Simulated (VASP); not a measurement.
# InP3 (R-3m) in VASP: notebook

Runs on InP3. Level: PBEsol. Tasks: single point.

All numbers are computed with VASP 6.6.1; they aren't measurements. Logs are shortened: lines on timing, memory, paths and dates and some standing lists are left out, and cuts for length are marked.

## (1) The cell of the first run

The structure is trigonal, space group R-3m (No. 166). The conventional cell has a = 7.430 Å, b = 7.430 Å, c = 9.248 Å, α = 90.00°, β = 90.00°, γ = 120.00°. Within 3.4 Å of In (site symmetry 3m) lie 6 P at 2.61 to 2.77 Å. P (site symmetry m) has 2 P at 2.18 Å and 2 In at 2.61 to 2.77 Å within 2.9 Å.

## (2) Single point, PBEsol (strain -0.0600 x Voigt [0, 0, 1, 0, 0, 0])

Input file INCAR:

```
PREC = Accurate ; ENCUT = 520
EDIFF = 1E-6 ; ISMEAR = 0
SIGMA = 0.15 ; LREAL = False
LASPH = True ; NELM = 100
ALGO = Normal ; ISIF = 2
LWAVE = False ; LCHARG = False
GGA = PS ; NBANDS = 38
```

Input file KPOINTS:

```
Automatic mesh
0
Gamma
  6 6 6
```

Input file POSCAR:

```
InP3
1.0
    3.7149867624      2.1448486073      3.0826137333
   -3.7149867624      2.1448486073      3.0826137333
    0.0000000000     -4.2896972146      3.0826137333
In P
2 6
Direct
    0.2732788992      0.2732788992      0.2732788992
    0.7267211008      0.7267211008      0.7267211008
    0.7947108820      0.2411926338      0.7947108820
    0.7947108820      0.7947108820      0.2411926338
    0.2411926338      0.7947108820      0.7947108820
    0.2052891180      0.7588073662      0.2052891180
    0.7588073662      0.2052891180      0.2052891180
    0.2052891180      0.2052891180      0.7588073662
```

Potentials or basis: VASP PAW PBE potentials, release 64 (In_d, P).

Run with:

```bash
$ cat potpaw_PBE.64/In_d/POTCAR potpaw_PBE.64/P/POTCAR > POTCAR
$ mpirun -np 1 vasp_std > vasp.out
```

OUTCAR:

```text
PREC = Accurate
   ENCUT = 520
   EDIFF = 1E-6
   ISMEAR = 0
   LREAL = False
   LASPH = True
   NELM = 100
   ISIF = 2
   GGA = PS

 ion  position               nearest neighbor table
   1  0.273  0.273  0.273-   8 2.61   7 2.61   6 2.61   8 2.77   6 2.77   7 2.77
   2  0.727  0.727  0.727-   4 2.61   3 2.61   5 2.61   4 2.77   5 2.77   3 2.77
   3  0.795  0.241  0.795-   7 2.18   8 2.18   2 2.61   2 2.77
   4  0.795  0.795  0.241-   6 2.18   7 2.18   2 2.61   2 2.77
   5  0.241  0.795  0.795-   6 2.18   8 2.18   2 2.61   2 2.77
   6  0.205  0.759  0.205-   5 2.18   4 2.18   1 2.61   1 2.77
   7  0.759  0.205  0.205-   3 2.18   4 2.18   1 2.61   1 2.77
   8  0.205  0.205  0.759-   3 2.18   5 2.18   1 2.61   1 2.77

  LATTYP: Found a trigonal (rhomboedric) cell.
 ALAT       =     5.2824245969
 COS(alpha) =     0.0108140850

  Lattice vectors:

 A1 = (   3.7149867624,   2.1448486073,   3.0826137333)
 A2 = (  -3.7149867624,   2.1448486073,   3.0826137333)
 A3 = (   0.0000000000,  -4.2896972146,   3.0826137333)

Analysis of symmetry for initial positions (statically):
=====================================================================
 Subroutine PRICEL returns:
 Original cell was already a primitive cell.

 Routine SETGRP: Setting up the symmetry group for a
 trigonal (rhombohedral) supercell.

 Subroutine GETGRP returns: Found 12 space group operations
 (whereof 12 operations were pure point group operations)
 out of a pool of 12 trial point group operations.

The static configuration has the point symmetry D_3d.

Analysis of symmetry for dynamics (positions and initial velocities):
=====================================================================
 Subroutine PRICEL returns:
 Original cell was already a primitive cell.

 Routine SETGRP: Setting up the symmetry group for a
 trigonal (rhombohedral) supercell.

 Subroutine GETGRP returns: Found 12 space group operations
 (whereof 12 operations were pure point group operations)
 out of a pool of 12 trial point group operations.

The dynamic configuration has the point symmetry D_3d.

 Subroutine INISYM returns: Found 12 space group operations
 (whereof 12 operations are pure point group operations),
 and found     1 'primitive' translations

----------------------------------------------------------------------------------------

                                     Primitive cell

  volume of cell :     147.3752

  direct lattice vectors                    reciprocal lattice vectors
     3.714986762  2.144848607  3.082613733     0.134589982  0.077705562  0.108133345
    -3.714986762  2.144848607  3.082613733    -0.134589982  0.077705562  0.108133345
     0.000000000 -4.289697215  3.082613733     0.000000000 -0.155411124  0.108133345

  length of vectors
     5.282424597  5.282424597  5.282424597     0.189328914  0.189328914  0.189328914

  position of ions in fractional coordinates (direct lattice)
     0.273278899  0.273278899  0.273278899
     0.726721101  0.726721101  0.726721101
     0.794710882  0.241192634  0.794710882
     0.794710882  0.794710882  0.241192634
     0.241192634  0.794710882  0.794710882
     0.205289118  0.758807366  0.205289118
     0.758807366  0.205289118  0.205289118
     0.205289118  0.205289118  0.758807366

  ion indices of the primitive-cell ions
   primitive index   ion index
                 1           1
                 2           2
                 3           3
                 4           4
                 5           5
                 6           6
                 7           7
                 8           8

----------------------------------------------------------------------------------------

 KPOINTS: Automatic mesh

Automatic generation of k-mesh.
 Grid dimensions read from file:
 generate k-points for:    6    6    6

 Generating k-lattice:

  Cartesian coordinates                     Fractional coordinates (reciprocal lattice)
     0.022431664  0.012950927  0.018022224     0.166666667  0.000000000  0.000000000
    -0.022431664  0.012950927  0.018022224     0.000000000  0.166666667  0.000000000
     0.000000000 -0.025901854  0.018022224     0.000000000  0.000000000  0.166666667

  Length of vectors
     0.031554819  0.031554819  0.031554819

  Shift w.r.t. Gamma in fractional coordinates (k-lattice)
     0.000000000  0.000000000  0.000000000

 Subroutine IBZKPT returns following result:
 ===========================================

 Found     32 irreducible k-points:

 Following reciprocal coordinates:
            Coordinates               Weight
  0.000000  0.000000  0.000000      1.000000
  0.166667 -0.000000 -0.000000      6.000000
  0.333333 -0.000000 -0.000000      6.000000
  0.500000 -0.000000  0.000000      3.000000
  0.166667  0.166667 -0.000000      6.000000
  0.333333  0.166667  0.000000     12.000000
[... 16 lines left out ...]
  0.500000  0.500000  0.166667      6.000000
 -0.333333  0.500000  0.166667     12.000000
 [... further k-points ...]
[... 41 lines left out ...]
   LEPSILON=     F    determine dielectric tensor
   LRPA    =     F    only Hartree local field effects (RPA)
 non-spin polarized calculation
 Gauss-broadening in eV      SIGMA  =   0.15
  energy-cutoff  :      520.00
  volume of cell :      147.38
 maximum number of plane-waves:      3993
   NGX = 19   NGY = 19   NGZ = 19

 number of electron      56.0000022 magnetization

 Free energy of the ion-electron system (eV)
  ---------------------------------------------------
  ext. energy  EPLUGINS =         0.00000000
  ---------------------------------------------------
  free energy    TOTEN  =       -41.13723786 eV

  energy without entropy =      -41.12357696  energy(sigma->0) =      -41.13040741

 E-fermi :   7.6152     XC(G=0): -10.6790

 val. band max:        7.6117982893   @ k =   0.5000   0.5000   0.1667
 cond. band min:       7.6266480471   @ k =   0.5000   0.5000   0.3333
 fundamental gap:      0.0148497578
 Fermi energy:         7.6152052456

 k-point     1 :       0.0000    0.0000    0.0000
  band No.  band energies     occupation
      1      -7.1172      2.00000
      2      -7.0060      2.00000
      3      -7.0060      2.00000
      4      -6.8168      2.00000
      5      -6.8168      2.00000
      6      -6.7222      2.00000
[... 30 lines left out ...]
     37      14.4580      0.00000
     38      14.5514      0.00000

 k-point     2 :       0.1667   -0.0000   -0.0000
  band No.  band energies     occupation
      1      -7.1095      2.00000
      2      -6.9922      2.00000
      3      -6.9171      2.00000
      4      -6.8249      2.00000
      5      -6.8043      2.00000
      6      -6.7228      2.00000
[... 30 lines left out ...]
     37      13.3938      0.00000
     38      13.8878      0.00000

 k-point     3 :       0.3333   -0.0000   -0.0000
  band No.  band energies     occupation
      1      -7.0888      2.00000
      2      -6.9587      2.00000
      3      -6.8471      2.00000
      4      -6.8354      2.00000
      5      -6.7420      2.00000
      6      -6.7237      2.00000
[... 30 lines left out ...]
     37      13.2906      0.00000
     38      13.9784      0.00000

 k-point     4 :       0.5000   -0.0000    0.0000
  band No.  band energies     occupation
      1      -7.0777      2.00000
      2      -6.9347      2.00000
      3      -6.8654      2.00000
      4      -6.8272      2.00000
      5      -6.7264      2.00000
      6      -6.7239      2.00000
[... 30 lines left out ...]
     37      13.2859      0.00000
     38      13.4500      0.00000
[... 703 lines left out ...]
      4      -6.8085      2.00000
      5      -6.7406      2.00000
      6      -6.7219      2.00000
[... 30 lines left out ...]
     37      12.7242      0.00000
     38      12.8987      0.00000

 k-point    23 :       0.5000    0.5000    0.1667
  band No.  band energies     occupation
      1      -7.0057      2.00000
      2      -6.8647      2.00000
      3      -6.7845      2.00000
      4      -6.7804      2.00000
      5      -6.7746      2.00000
      6      -6.7126      2.00000
[... 30 lines left out ...]
     37      12.1439      0.00000
     38      12.3680      0.00000

 k-point    24 :      -0.3333    0.5000    0.1667
  band No.  band energies     occupation
      1      -7.0247      2.00000
      2      -6.8629      2.00000
      3      -6.8150      2.00000
      4      -6.7910      2.00000
      5      -6.7505      2.00000
      6      -6.7142      2.00000
[... 30 lines left out ...]
     37      12.3225      0.00000
     38      12.6005      0.00000

 [... further k-points ...]

------------------------ aborting loop because EDIFF is reached ----------------------------------------

  FORCE on cell =-STRESS in cart. coord.  units (eV):
  Direction    XX          YY          ZZ          XY          YZ          ZX
  --------------------------------------------------------------------------------------
  -------------------------------------------------------------------------------------
  Total        3.4319850      3.4319850      6.7321579     -0.0000000      0.0000000      0.0000000
  in kB       37.3105534     37.3105534     73.1881221     -0.0000000      0.0000000      0.0000000
  external PRESSURE =      49.2697430 kB  Pullay stress =       0.0000000 kB

 VOLUME and BASIS-vectors are now :
 -----------------------------------------------------------------------------
  energy-cutoff  :      520.00
  volume of cell :      147.38
      direct lattice vectors                 reciprocal lattice vectors
     3.714986762  2.144848607  3.082613733     0.134589982  0.077705562  0.108133345
    -3.714986762  2.144848607  3.082613733    -0.134589982  0.077705562  0.108133345
     0.000000000 -4.289697215  3.082613733     0.000000000 -0.155411124  0.108133345

 POSITION                                       TOTAL-FORCE (eV/Angst)
 -----------------------------------------------------------------------------------
      0.00000      0.00000      2.52724        -0.000000      0.000000      0.156981
      0.00000      0.00000      6.72060        -0.000000      0.000000     -0.156981
      2.05631     -1.18721      5.64308        -0.152983      0.088325     -0.479194
      0.00000      2.37443      5.64308        -0.000000     -0.176650     -0.479194
     -2.05631     -1.18721      5.64308         0.152983      0.088325     -0.479194
     -2.05631      1.18721      3.60476         0.152983     -0.088325      0.479194
      2.05631      1.18721      3.60476        -0.152983     -0.088325      0.479194
      0.00000     -2.37443      3.60476        -0.000000      0.176650      0.479194
 -----------------------------------------------------------------------------------
    total drift:                                0.000000     -0.000000     -0.000000

  FREE ENERGIE OF THE ION-ELECTRON SYSTEM (eV)
  ---------------------------------------------------
  free  energy   TOTEN  =       -41.1372378626 eV

  energy  without entropy=      -41.1235769598  energy(sigma->0) =      -41.13040741
```

Wall time 2.2 min (1 thread of Intel Xeon 6975P-C (Granite Rapids), shared host); peak memory 0.29 GiB.

What came out:

```yaml
Free_energy: -41.1372 eV
Pressure: 4.9 GPa
Largest_force: 0.511 eV/Å
Band_gap_on_the_k_mesh: zero (bands 28 and 29 overlap by 0.48 eV)
```

Forces on the atoms (eV/Å):
```
In   0.000  0.000  0.157
In   0.000  0.000 -0.157
P   -0.153  0.088 -0.479
P    0.000 -0.177 -0.479
P    0.153  0.088 -0.479
P    0.153 -0.088  0.479
P   -0.153 -0.088  0.479
P    0.000  0.177  0.479
```

Caveat: the cell differs from its parent crystal (strain -0.0600 x Voigt [0, 0, 1, 0, 0, 0]); the cell stands under pressure; semilocal functionals underestimate gaps, so a narrow gap can read as zero; the PAW data sets were made with another functional, which shifts forces and pressure a little; spin-orbit coupling is left out, which moves the levels of the heavy elements.

## (3) Single point, PBEsol (strain -0.0450 x Voigt [0, 0, 1, 0, 0, 0])

Input file INCAR:

```
SYSTEM = InP3
PREC     = Accurate       ! precision mode
ENCUT    = 520            ! plane-wave cutoff, eV
EDIFF    = 1E-6           ! SCF threshold, eV
ISMEAR   = 0              ! smearing method
SIGMA    = 0.15           ! smearing width, eV
LREAL    = .False.        ! projectors in reciprocal space
LASPH    = .True.         ! aspherical terms in the spheres
NELM     = 80             ! most SCF steps
ALGO     = Normal         ! electronic algorithm
ISIF     = 2              ! what is computed and relaxed
LWAVE    = .False.        ! write WAVECAR
LCHARG   = .True.         ! write CHGCAR
GGA      = PS             ! functional
LELF     = .True.         ! ELF
LVHAR    = .True.       
NBANDS   = 38             ! bands
```

Input file KPOINTS:

```
regular mesh
0
Gamma
  6 6 6
  0 0 0
```

POSCAR, as its differences from that of step 2:

```diff
@@ -2,5 +2,5 @@
 1.0
-    3.7149867624      2.1448486073      3.0826137333
-   -3.7149867624      2.1448486073      3.0826137333
-    0.0000000000     -4.2896972146      3.0826137333
+    3.7149867624      2.1448486073      3.1318043780
+   -3.7149867624      2.1448486073      3.1318043780
+    0.0000000000     -4.2896972146      3.1318043780
 In P
```

Potentials or basis: VASP PAW PBE potentials, release 64 (In_d, P).

Run with:

```bash
$ cat potpaw_PBE.64/In_d/POTCAR potpaw_PBE.64/P/POTCAR > POTCAR
$ mpirun -np 1 vasp_std > vasp.out
```

Run time: 1.9 min. Hardware: 1 thread of Intel Xeon 6975P-C (Granite Rapids), shared host; peak memory 0.3 GiB.

The run converged. Its results:

```yaml
Free_energy: -41.2307 eV
Pressure: 3.5 GPa
Largest_force: 0.379 eV/Å
Band_gap_on_the_k_mesh: zero (bands 28 and 29 overlap by 0.47 eV)
```

Forces in eV/Å, atoms in the order of the input:
```
In   0.000  0.000  0.103
In   0.000  0.000 -0.103
P   -0.108  0.062 -0.359
P    0.000 -0.124 -0.359
P    0.108  0.062 -0.359
P    0.108 -0.062  0.359
P   -0.108 -0.062  0.359
P    0.000  0.124  0.359
```

Stress tensor (GPa, compression positive):
```
2.62 0.00 0.00
0.00 2.62 0.00
0.00 0.00 5.34
```

Levels at points of the mesh, in eV from the Fermi level:
```csv
k point,band 25,band 26,band 27,band 28,band 29,band 30,band 31,band 32
"(0.00, 0.00, 0.00)",-2.46,-2.11,-0.90,-0.90,0.13,0.19,1.84,2.14
"(0.50, 0.00, 0.00)",-2.37,-1.83,-1.07,-1.02,0.20,2.52,2.56,3.19
"(0.50, 0.50, 0.00)",-1.40,-0.73,-0.64,-0.01,1.12,1.38,2.32,2.40
"(0.50, 0.50, 0.50)",-0.02,-0.02,0.16,0.16,1.40,1.74,1.74,1.99
```

Caveat: the cell differs from its parent crystal (strain -0.0450 x Voigt [0, 0, 1, 0, 0, 0]); the cell stands under pressure; semilocal functionals underestimate gaps, so a narrow gap can read as zero; the PAW data sets were made with another functional, which shifts forces and pressure a little; spin-orbit coupling is left out, which moves the levels of the heavy elements.

## (4) Single point, PBEsol (strain -0.0300 x Voigt [0, 0, 1, 0, 0, 0])

Input file INCAR:

```
SYSTEM = InP3
ALGO = Normal ; EDIFF = 1E-6
ENCUT = 520 ; GGA = PS
ISIF = 2 ; ISMEAR = 0
LASPH = .TRUE. ; LCHARG = .FALSE.
LREAL = .FALSE. ; LWAVE = .FALSE.
NBANDS = 38 ; NELM = 60
PREC = Accurate ; SIGMA = 0.15
```

Input file KPOINTS:

```
k-points
0
G
  6 6 6
  0 0 0
```

POSCAR, as its differences from that of step 3:

```diff
@@ -2,5 +2,5 @@
 1.0
-    3.7149867624      2.1448486073      3.1318043780
-   -3.7149867624      2.1448486073      3.1318043780
-    0.0000000000     -4.2896972146      3.1318043780
+    3.7149867624      2.1448486073      3.1809950226
+   -3.7149867624      2.1448486073      3.1809950226
+    0.0000000000     -4.2896972146      3.1809950226
 In P
```

Run with:

```bash
$ cat potpaw_PBE.64/In_d/POTCAR potpaw_PBE.64/P/POTCAR > POTCAR
$ mpirun -np 1 vasp_std > vasp.out
```

Wall time 2.1 min (1 thread of Intel Xeon 6975P-C (Granite Rapids), shared host); peak memory 0.3 GiB.

It converged, with:

```yaml
Free_energy: -41.2959 eV
Pressure: 2.2 GPa
Largest_force: 0.247 eV/Å
Band_gap_on_the_k_mesh: zero (bands 28 and 29 overlap by 0.47 eV)
```

Forces on the atoms (eV/Å):
```
In   0.000  0.000  0.061
In   0.000  0.000 -0.061
P   -0.066  0.038 -0.235
P    0.000 -0.076 -0.235
P    0.066  0.038 -0.235
P    0.066 -0.038  0.235
P   -0.066 -0.038  0.235
P    0.000  0.076  0.235
```

Stress tensor (GPa, compression positive):
```
1.63 0.00 0.00
0.00 1.63 0.00
0.00 0.00 3.46
```

Levels at points of the mesh, in eV from the Fermi level:
```csv
k point,band 25,band 26,band 27,band 28,band 29,band 30,band 31,band 32
"(0.00, 0.00, 0.00)",-2.40,-2.10,-0.83,-0.83,0.02,0.06,1.90,2.20
"(0.50, 0.00, 0.00)",-2.43,-1.72,-1.08,-1.03,0.25,2.55,2.58,3.26
"(0.50, 0.50, 0.00)",-1.39,-0.74,-0.63,0.01,1.17,1.39,2.34,2.36
"(0.50, 0.50, 0.50)",0.01,0.01,0.17,0.17,1.47,1.72,1.72,2.03
```

Caveat: the cell differs from its parent crystal (strain -0.0300 x Voigt [0, 0, 1, 0, 0, 0]); semilocal functionals underestimate gaps, so a narrow gap can read as zero; the PAW data sets were made with another functional, which shifts forces and pressure a little; spin-orbit coupling is left out, which moves the levels of the heavy elements.

## (5) Single point, PBEsol (strain -0.0150 x Voigt [0, 0, 1, 0, 0, 0])

Input file INCAR:

```
SYSTEM = InP3
ALGO = Normal
EDIFF = 1E-7
ENCUT = 520
GGA = PS
ISIF = 2
ISMEAR = 0
LASPH = .TRUE.
LCHARG = .FALSE.
LREAL = .FALSE.
LWAVE = .FALSE.
NBANDS = 38
NELM = 80
PREC = Accurate
SIGMA = 0.15
```

KPOINTS is that of step 4.

POSCAR, as its differences from that of step 4:

```diff
@@ -2,5 +2,5 @@
 1.0
-    3.7149867624      2.1448486073      3.1809950226
-   -3.7149867624      2.1448486073      3.1809950226
-    0.0000000000     -4.2896972146      3.1809950226
+    3.7149867624      2.1448486073      3.2301856673
+   -3.7149867624      2.1448486073      3.2301856673
+    0.0000000000     -4.2896972146      3.2301856673
 In P
```

Run with:

```bash
$ cat potpaw_PBE.64/In_d/POTCAR potpaw_PBE.64/P/POTCAR > POTCAR
$ mpirun -np 1 vasp_std > vasp.out
```

Run time: 2.1 min. Hardware: 1 thread of Intel Xeon 6975P-C (Granite Rapids), shared host; peak memory 0.31 GiB.

It converged, with:

```yaml
Free_energy: -41.3344 eV
Pressure: 1.1 GPa
Largest_force: 0.112 eV/Å
Band_gap_on_the_k_mesh: zero (bands 28 and 29 overlap by 0.47 eV)
```

Forces on the atoms (eV/Å):
```
In   0.000  0.000  0.029
In   0.000  0.000 -0.029
P   -0.026  0.015 -0.108
P    0.000 -0.030 -0.108
P    0.026  0.015 -0.108
P    0.026 -0.015  0.108
P   -0.026 -0.015  0.108
P    0.000  0.030  0.108
```

Stress tensor (GPa, compression positive):
```
0.76 0.00 0.00
0.00 0.76 0.00
0.00 0.00 1.70
```

Levels at points of the mesh, in eV from the Fermi level:
```
           k point  band 24  band 25  band 26  band 27  band 28  band 29  band 30  band 31  band 32  band 33
(0.00, 0.00, 0.00)    -2.33    -2.33    -2.10    -0.76    -0.76    -0.09    -0.08     1.96     2.26     2.26
(0.50, 0.00, 0.00)    -2.65    -2.49    -1.62    -1.10    -1.05     0.29     2.57     2.59     3.19     3.33
(0.50, 0.50, 0.00)    -2.59    -1.40    -0.76    -0.62     0.02     1.22     1.41     2.27     2.38     3.58
(0.50, 0.50, 0.50)    -0.99     0.03     0.03     0.18     0.18     1.54     1.71     1.71     1.94     1.94
```

Caveat: the cell differs from its parent crystal (strain -0.0150 x Voigt [0, 0, 1, 0, 0, 0]); semilocal functionals underestimate gaps, so a narrow gap can read as zero; the PAW data sets were made with another functional, which shifts forces and pressure a little; spin-orbit coupling is left out, which moves the levels of the heavy elements.

## (6) The runs side by side

```tsv
cell	gap on the mesh (eV)	pressure (GPa)	largest force (eV/Å)
a = 5.282 Å, angles 89.4°, 8 atoms	none	4.9	0.51
a = 5.311 Å, angles 88.8°, 8 atoms	none	3.5	0.38
a = 5.340 Å, angles 88.2°, 8 atoms	none	2.2	0.25
a = 5.370 Å, angles 87.5°, 8 atoms	none	1.1	0.11
```

Alike in all rows: task single point; level PBEsol; potentials or basis VASP PAW PBE potentials, release 64 (In_d, P); no spin polarisation; k mesh 6 × 6 × 6; cutoff (eV) 520; smearing gaussian 0.15 eV.

Caveats: semilocal functionals underestimate gaps, so a narrow gap can read as zero; the PAW data sets were made with another functional, which shifts forces and pressure a little; spin-orbit coupling is left out, which moves the levels of the heavy elements; the cell stands under pressure (at least some runs).

Absolute energies hang on the potentials; compare differences alone.
